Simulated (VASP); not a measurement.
# K (P6_3/mmc) in VASP: a series of runs

The runs below take K through single point, with PBE+D3(BJ).

All numbers are computed with VASP 6.6.1; they aren't measurements. Logs are shortened: lines on timing, memory, paths and dates and some standing lists are left out, and cuts for length are marked.

## Step 1: The cell of the first run

It takes space group P6_3/mmc (No. 194, hexagonal). The conventional cell has a = 4.422 Å, b = 4.422 Å, c = 14.386 Å, α = 90.00°, β = 90.00°, γ = 120.00°. Within 5.8 Å of K (site symmetry -3m) lie 12 K at 4.41 to 4.42 Å. Within 5.8 Å of K (site symmetry -6m2) lie 12 K at 4.41 to 4.42 Å.

This isn't the form of K at room conditions, which is bcc.

## Step 2: Single point, PBE+D3(BJ) (60.91 Å³/atom)

INCAR reads:

```
PREC = Accurate
ENCUT = 520
EDIFF = 1E-6
ISMEAR = 0
SIGMA = 0.1
LREAL = False
LASPH = True
NELM = 80
ALGO = Fast
ISIF = 2
LWAVE = False
LCHARG = False
GGA = PE
IVDW = 12
NBANDS = 26
```

KPOINTS reads:

```
Automatic mesh
0
Gamma
  12 12 4
```

POSCAR reads:

```
K
1.0
    4.4221007040      0.0000000000      0.0000000000
   -2.2110503520      3.8296515477      0.0000000000
    0.0000000000      0.0000000000     14.3859279541
K
4
Direct
    0.0000000000      0.0000000000      0.0000000000
    0.3333333333      0.6666666667      0.7500000000
    0.0000000000      0.0000000000      0.5000000000
    0.6666666667      0.3333333333      0.2500000000
```

Potentials or basis: VASP PAW PBE potentials, release 64 (K_sv).

Run with:

```console
> cat potpaw_PBE.64/K_sv/POTCAR > POTCAR
> mpirun -np 1 vasp_std > vasp.out
```

OUTCAR:

```text
PREC = Accurate
   ENCUT = 520
   EDIFF = 1E-6
   ISMEAR = 0
   LREAL = False
   LASPH = True
   NELM = 80
   ISIF = 2
   GGA = PE
   IVDW = 12
 IVDW          = 12

 ion  position               nearest neighbor table
   1  0.000  0.000  0.000-
   2  0.333  0.667  0.750-
   3  0.000  0.000  0.500-
   4  0.667  0.333  0.250-

  LATTYP: Found a hexagonal cell.
 ALAT       =     4.4221007040
 C/A-ratio  =     3.2531886805

  Lattice vectors:

 A1 = (   4.4221007040,   0.0000000000,   0.0000000000)
 A2 = (  -2.2110503520,   3.8296515477,   0.0000000000)
 A3 = (   0.0000000000,   0.0000000000,  14.3859279541)

Analysis of symmetry for initial positions (statically):
=====================================================================
 Subroutine PRICEL returns:
 Original cell was already a primitive cell.

 Routine SETGRP: Setting up the symmetry group for a
 hexagonal supercell.

 Subroutine GETGRP returns: Found 24 space group operations
 (whereof 12 operations were pure point group operations)
 out of a pool of 24 trial point group operations.

The static configuration has the point symmetry D_3d.
 The point group associated with its full space group is D_6h.

Analysis of symmetry for dynamics (positions and initial velocities):
=====================================================================
 Subroutine PRICEL returns:
 Original cell was already a primitive cell.

 Routine SETGRP: Setting up the symmetry group for a
 hexagonal supercell.

 Subroutine GETGRP returns: Found 24 space group operations
 (whereof 12 operations were pure point group operations)
 out of a pool of 24 trial point group operations.

The dynamic configuration has the point symmetry D_3d.
 The point group associated with its full space group is D_6h.

 Subroutine INISYM returns: Found 24 space group operations
 (whereof 12 operations are pure point group operations),
 and found     1 'primitive' translations

----------------------------------------------------------------------------------------

                                     Primitive cell

  volume of cell :     243.6272

  direct lattice vectors                    reciprocal lattice vectors
     4.422100704  0.000000000  0.000000000     0.226136867  0.130560181  0.000000000
    -2.211050352  3.829651548  0.000000000     0.000000000  0.261120362  0.000000000
     0.000000000  0.000000000 14.385927954     0.000000000  0.000000000  0.069512374

  length of vectors
     4.422100704  4.422100704 14.385927954     0.261120362  0.261120362  0.069512374

  position of ions in fractional coordinates (direct lattice)
     0.000000000  0.000000000  0.000000000
     0.333333333  0.666666667  0.750000000
     0.000000000  0.000000000  0.500000000
     0.666666667  0.333333333  0.250000000

  ion indices of the primitive-cell ions
   primitive index   ion index
                 1           1
                 2           2
                 3           3
                 4           4

----------------------------------------------------------------------------------------

 KPOINTS: Automatic mesh

Automatic generation of k-mesh.
 Grid dimensions read from file:
 generate k-points for:   12   12    4

 Generating k-lattice:

  Cartesian coordinates                     Fractional coordinates (reciprocal lattice)
     0.018844739  0.010880015  0.000000000     0.083333333  0.000000000  0.000000000
     0.000000000  0.021760030  0.000000000     0.000000000  0.083333333  0.000000000
     0.000000000  0.000000000  0.017378093     0.000000000  0.000000000  0.250000000

  Length of vectors
     0.021760030  0.021760030  0.017378093

  Shift w.r.t. Gamma in fractional coordinates (k-lattice)
     0.000000000  0.000000000  0.000000000

 Subroutine IBZKPT returns following result:
 ===========================================

 Found     57 irreducible k-points:

 Following reciprocal coordinates:
            Coordinates               Weight
  0.000000  0.000000  0.000000      1.000000
  0.083333 -0.000000  0.000000      6.000000
  0.166667  0.000000  0.000000      6.000000
  0.250000 -0.000000  0.000000      6.000000
  0.333333 -0.000000  0.000000      6.000000
  0.416667 -0.000000  0.000000      6.000000
[... 16 lines left out ...]
  0.250000 -0.000000  0.250000     12.000000
  0.333333 -0.000000  0.250000     12.000000
 [... further k-points ...]
   k-points           NKPTS =     57   k-points in BZ     NKDIM =     57   number of bands    NBANDS=     26
   number of dos      NEDOS =    301   number of ions     NIONS =      4
   total plane-waves  NPLWV = 139968
   dimension x,y,z NGX =    36 NGY =   36 NGZ =  108
   dimension x,y,z NGXF=    72 NGYF=   72 NGZF=  216
   ions per type =               4
   NGX,Y,Z   is equivalent  to a cutoff of  13.53, 13.53, 12.48 a.u.
   NGXF,Y,Z  is equivalent  to a cutoff of  27.07, 27.07, 24.96 a.u.
 SYSTEM =  unknown system
   PREC   = accura    normal or accurate (medium, high low for compatibility)
   ISTART =      0    job   : 0-new  1-cont  2-samecut
   ICHARG =      2    charge: 1-file 2-atom 10-const
   ISPIN  =      1    spin polarized calculation?
   LNONCOLLINEAR =      F non collinear calculations
   LSORBIT =      F    spin-orbit coupling
   LASPH  =      T    aspherical Exc in radial PAW
   ENCUT  =  520.0 eV  38.22 Ry    6.18 a.u.   8.22  8.22 26.75*2*pi/ulx,y,z
   NELM   =     80;   NELMIN=  2; NELMDL= -5     # of ELM steps
   EDIFF  = 0.1E-05   stopping-criterion for ELM
   LREAL  =      F    real-space projection
   EDIFFG = 0.1E-04   stopping-criterion for IOM
   NSW    =      0    number of steps for IOM
   IBRION =     -1    ionic relax: 0-MD 1-quasi-New 2-CG
   NFREE  =      0    steps in history (QN), initial steepest desc. (CG)
   ISIF   =      2    stress and relaxation
   ISYM   =      2    0-nonsym 1-usesym 2-fastsym
   POTIM  = 0.5000    time-step for ionic-motion
   TEBEG  =    0.0;   TEEND  =   0.0 temperature during run
   PSTRESS=    0.0 pullay stress
   NELECT =      36.0000    total number of electrons
   NUPDOWN=      -1.0000    fix difference up-down
   EMIN   =  10.00;   EMAX   =-10.00  energy-range for DOS
   EFERMI =   0.00;   METHOD = LEGACY
   ISMEAR =     0;   SIGMA  =   0.10  broadening in eV -4-tet -1-fermi 0-gaus
   EFERMI_NEDOS =   21; number of points for ismear=-14 and -15
   IALGO  =     68    algorithm
   IMIX   =      4    mixing-type and parameters
     AMIX     =   0.40;   BMIX     =  1.00
     AMIX_MAG =   1.60;   BMIX_MAG =  1.00
  volume/ion in A,a.u.               =      60.91       411.02
  Fermi-wavevector in a.u.,A,eV,Ry     =   0.865500  1.635558 10.191992  0.749090
  Thomas-Fermi vector in A             =   1.983752
   LORBIT       =      0    0 simple, 1 ext, 2 COOP (PROOUT), +10 PAW based schemes
   GGA     = PE    functional components
   LHFCALC =     F    Hartree Fock is set to
   AEXX    =    0.0000 exact exchange contribution
   IVDW    =    12    specifies the selected vdW correction
   LEPSILON=     F    determine dielectric tensor
   LRPA    =     F    only Hartree local field effects (RPA)
 non-spin polarized calculation
 RMM-DIIS sequential band-by-band and
 Gauss-broadening in eV      SIGMA  =   0.10
  energy-cutoff  :      520.00
  volume of cell :      243.63
 maximum number of plane-waves:      6588
 NGX is ok and might be reduce to    36
   NGX = 17   NGY = 17   NGZ = 53

 number of electron      35.9999994 magnetization

 Free energy of the ion-electron system (eV)
  ---------------------------------------------------
  ext. energy  EPLUGINS =         0.00000000
  ---------------------------------------------------
  free energy    TOTEN  =        -4.06097429 eV

  energy without entropy =       -4.04902782  energy(sigma->0) =       -4.05500106

 E-fermi :   0.3447     XC(G=0):  -6.1274

 val. band max:        0.3414057499   @ k =   0.2500   0.2500   0.2500
 cond. band min:       0.3788421571   @ k =   0.4167   0.0833   0.5000
 fundamental gap:      0.0374364071
 Fermi energy:         0.3447491037

 k-point     1 :       0.0000    0.0000    0.0000
  band No.  band energies     occupation
      1     -31.6985      2.00000
      2     -31.6939      2.00000
      3     -31.6936      2.00000
      4     -31.6891      2.00000
      5     -15.2591      2.00000
      6     -15.1952      2.00000
[... 18 lines left out ...]
     25       4.5287      0.00000
     26       4.7434      0.00000

 k-point     2 :       0.0833   -0.0000    0.0000
  band No.  band energies     occupation
      1     -31.6979      2.00000
      2     -31.6936      2.00000
      3     -31.6932      2.00000
      4     -31.6889      2.00000
      5     -15.2561      2.00000
      6     -15.1961      2.00000
[... 18 lines left out ...]
     25       4.3854      0.00000
     26       4.4315      0.00000

 k-point     3 :       0.1667    0.0000    0.0000
  band No.  band energies     occupation
      1     -31.6964      2.00000
      2     -31.6925      2.00000
      3     -31.6922      2.00000
      4     -31.6882      2.00000
      5     -15.2478      2.00000
      6     -15.2004      2.00000
[... 18 lines left out ...]
     25       3.8487      0.00000
     26       3.8857      0.00000

 k-point     4 :       0.2500   -0.0000    0.0000
  band No.  band energies     occupation
      1     -31.6943      2.00000
      2     -31.6910      2.00000
      3     -31.6907      2.00000
      4     -31.6874      2.00000
      5     -15.2361      2.00000
      6     -15.2138      2.00000
[... 18 lines left out ...]
     25       3.3762      0.00000
     26       3.3989      0.00000
[... 496 lines left out ...]
      1     -31.6961      2.00000
      2     -31.6939      2.00000
      3     -31.6907      2.00000
      4     -31.6885      2.00000
      5     -15.2442      2.00000
      6     -15.2184      2.00000
[... 18 lines left out ...]
     25       3.8021      0.00000
     26       4.0047      0.00000

 k-point    23 :       0.2500   -0.0000    0.2500
  band No.  band energies     occupation
      1     -31.6940      2.00000
      2     -31.6921      2.00000
      3     -31.6895      2.00000
      4     -31.6876      2.00000
      5     -15.2345      2.00000
      6     -15.2220      2.00000
[... 18 lines left out ...]
     25       3.3652      0.00000
     26       3.5657      0.00000

 k-point    24 :       0.3333   -0.0000    0.2500
  band No.  band energies     occupation
      1     -31.6918      2.00000
      2     -31.6904      2.00000
      3     -31.6883      2.00000
      4     -31.6868      2.00000
      5     -15.2363      2.00000
      6     -15.2278      2.00000
[... 18 lines left out ...]
     25       3.0364      0.00000
     26       3.1930      0.00000

 [... further k-points ...]

------------------------ aborting loop because EDIFF is reached ----------------------------------------

 Edisp (eV)   -0.54527

 E8    (eV) :    -0.2918

  FORCE on cell =-STRESS in cart. coord.  units (eV):
  Direction    XX          YY          ZZ          XY          YZ          ZX
  --------------------------------------------------------------------------------------
  -------------------------------------------------------------------------------------
  Total       0.97728     0.97728     0.95542    -0.00000     0.00000    -0.00000
  in kB       6.42693     6.42693     6.28315    -0.00000     0.00000    -0.00000
  external pressure =        6.38 kB  Pullay stress =        0.00 kB

 VOLUME and BASIS-vectors are now :
 -----------------------------------------------------------------------------
  energy-cutoff  :      520.00
  volume of cell :      243.63
      direct lattice vectors                 reciprocal lattice vectors
     4.422100704  0.000000000  0.000000000     0.226136867  0.130560181  0.000000000
    -2.211050352  3.829651548  0.000000000     0.000000000  0.261120362  0.000000000
     0.000000000  0.000000000 14.385927954     0.000000000  0.000000000  0.069512374

 POSITION                                       TOTAL-FORCE (eV/Angst)
 -----------------------------------------------------------------------------------
      0.00000      0.00000      0.00000         0.000000      0.000000     -0.000000
     -0.00000      2.55310     10.78945         0.000000     -0.000000      0.000000
      0.00000      0.00000      7.19296        -0.000000      0.000000     -0.000000
      2.21105      1.27655      3.59648        -0.000000      0.000000     -0.000000
 -----------------------------------------------------------------------------------
    total drift:                               -0.000000      0.000000      0.000000

  FREE ENERGIE OF THE ION-ELECTRON SYSTEM (eV)
  ---------------------------------------------------
  free  energy   TOTEN  =        -4.6062443457 eV

  energy  without entropy=       -4.5942978769  energy(sigma->0) =       -4.60027111
```

Run time: 4.7 min. Hardware: 1 thread of Intel Xeon Platinum 8488C (Sapphire Rapids), shared host; peak memory 0.5 GiB.

Results:

| Quantity | Value |
| --- | --- |
| Free energy | -4.6062 eV |
| Pressure | 0.6 GPa |
| Band gap on the k mesh | zero (bands 18 and 19 overlap by 2.52 eV) |
| Dispersion energy per atom | -0.136 eV |

## Step 3: Single point, PBE+D3(BJ) (76.13 Å³/atom)

This run uses another cell than the first one, of 76.13 Å³/atom.

INCAR reads:

```
ALGO     = Fast           # electronic algorithm
EDIFF    = 1E-7           # SCF threshold, eV
ENCUT    = 520            # plane-wave cutoff, eV
GGA      = PE             # functional
ISIF     = 2              # what is computed and relaxed
ISMEAR   = 0              # smearing method
IVDW     = 12             # dispersion correction
LASPH    = True           # aspherical terms in the spheres
LCHARG   = False          # write CHGCAR
LREAL    = False          # projectors in reciprocal space
LWAVE    = False          # write WAVECAR
NBANDS   = 26             # bands
NELM     = 80             # most SCF steps
PREC     = Accurate       # precision mode
SIGMA    = 0.1            # smearing width, eV
```

KPOINTS reads:

```
k-points
0
Gamma
  12 12 4
```

POSCAR reads:

```
K
1.0
    4.7635635797      0.0000000000      0.0000000000
   -2.3817817899      4.1253670725      0.0000000000
    0.0000000000      0.0000000000     15.4967711164
K
4
Direct
    0.0000000000      0.0000000000      0.0000000000
    0.3333333333      0.6666666667      0.7500000000
    0.0000000000      0.0000000000      0.5000000000
    0.6666666667      0.3333333333      0.2500000000
```

Potentials or basis: VASP PAW PBE potentials, release 64 (K_sv).

Run with:

```console
> cat potpaw_PBE.64/K_sv/POTCAR > POTCAR
> mpirun -np 1 vasp_std > vasp.out
```

OUTCAR:

```text
EDIFF = 1E-7
   ENCUT = 520
   GGA = PE
   ISIF = 2
   ISMEAR = 0
   IVDW = 12
   LASPH = True
   LREAL = False
   NELM = 80
   PREC = Accurate
 IVDW          = 12

 ion  position               nearest neighbor table
   1  0.000  0.000  0.000-
   2  0.333  0.667  0.750-
   3  0.000  0.000  0.500-
   4  0.667  0.333  0.250-

  LATTYP: Found a hexagonal cell.
 ALAT       =     4.7635635797
 C/A-ratio  =     3.2531886805
[... 895 lines left out ...]

 Edisp (eV)   -0.43701

 E8    (eV) :    -0.2357

  FORCE on cell =-STRESS in cart. coord.  units (eV):
  Direction    XX          YY          ZZ          XY          YZ          ZX
  --------------------------------------------------------------------------------------
  -------------------------------------------------------------------------------------
  Total      -0.64831    -0.64831    -0.67598     0.00000     0.00000     0.00000
  in kB      -3.41079    -3.41079    -3.55639     0.00000     0.00000     0.00000
  external pressure =       -3.46 kB  Pullay stress =        0.00 kB

 VOLUME and BASIS-vectors are now :
 -----------------------------------------------------------------------------
  energy-cutoff  :      520.00
  volume of cell :      304.53
      direct lattice vectors                 reciprocal lattice vectors
     4.763563580  0.000000000  0.000000000     0.209926872  0.121201336  0.000000000
    -2.381781790  4.125367072  0.000000000     0.000000000  0.242402672  0.000000000
     0.000000000  0.000000000 15.496771116     0.000000000  0.000000000  0.064529572

 POSITION                                       TOTAL-FORCE (eV/Angst)
 -----------------------------------------------------------------------------------
      0.00000      0.00000      0.00000        -0.000000      0.000000      0.000000
     -0.00000      2.75024     11.62258         0.000000     -0.000000      0.000000
      0.00000      0.00000      7.74839        -0.000000      0.000000      0.000000
      2.38178      1.37512      3.87419        -0.000000      0.000000     -0.000000
 -----------------------------------------------------------------------------------
    total drift:                               -0.000000      0.000000     -0.000000

  FREE ENERGIE OF THE ION-ELECTRON SYSTEM (eV)
  ---------------------------------------------------
  free  energy   TOTEN  =        -4.6356573043 eV

  energy  without entropy=       -4.6222460695  energy(sigma->0) =       -4.62895169
```

stdout:

```text
POSCAR found type information on POSCAR K
 POSCAR found :  1 types and       4 ions
[... 17 lines left out ...]
 num prob  num prob  num prob  num prob  num prob  num prob  num prob  num prob  num prob  num prob  num prob  num prob  num prob RMM:  20    -0.419864675900E+01    0.11409E-06   -0.46235E-07  3146   0.252E-03    0.233E-04
 num prob  num prob  num prob  num prob  num prob  num prob  num prob  num prob  num prob  num prob  num prob  num prob  num prob  num prob  num prob  num prob  num prob  num prob  num prob  num prob  num prob  num prob  num prob  num prob  num prob  num prob  num prob  num prob  num prob  num prob  num prob  num prob  num prob  num prob  num prob  num prob  num prob  num prob  num prob  num prob  num prob  num prob  num prob  num prob  num prob  num prob  num prob  num prob  num prob RMM:  21    -0.419864680777E+01   -0.48768E-07   -0.24026E-07  2907   0.195E-03
```

Run time: 8.3 min. Hardware: 1 thread of Intel Xeon Platinum 8488C (Sapphire Rapids), shared host; peak memory 0.59 GiB.

What came out:

- Free energy: -4.6357 eV
- Pressure: -0.3 GPa
- Band gap on the k mesh: zero (bands 18 and 19 overlap by 2.30 eV)
- Dispersion energy per atom: -0.109 eV
